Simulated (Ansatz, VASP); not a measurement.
## AlN: VASP beside Ansatz

```
Al N
1.0
     0.00000    2.19000    2.19000
     2.19000    0.00000    2.19000
     2.19000    2.19000    0.00000
Al N
1 1
Direct
  0.00000 0.00000 0.00000
  0.25000 0.25000 0.25000
```

Alike in both runs: task single point; functional PBE; k mesh 10 × 10 × 10; occupations gaussian, width 0.02 eV; no spin polarisation.

|  | VASP | Ansatz |
| --- | --- | --- |
| version | VASP 6.6.1 | Ansatz 0.2.0 |
| potentials or method | VASP PAW PBE potentials, release 64 (Al, N), cutoff 600 eV | scalar-relativistic, plane waves, PAW |
| valence electrons in the cell | 8 | 8 |

|  | VASP | Ansatz | Ansatz less VASP |
| --- | --- | --- | --- |
| gap on the k mesh at the Fermi level (eV) | 3.31 | 3.32 | +0.006 |
| least direct gap on the mesh (eV) | 4.12 | 4.11 | -0.009 |
| pressure (GPa) | 2.7 | 3.1 | +0.32 |

With one functional, cell and mesh, what is left measures potentials, basis and numerics.
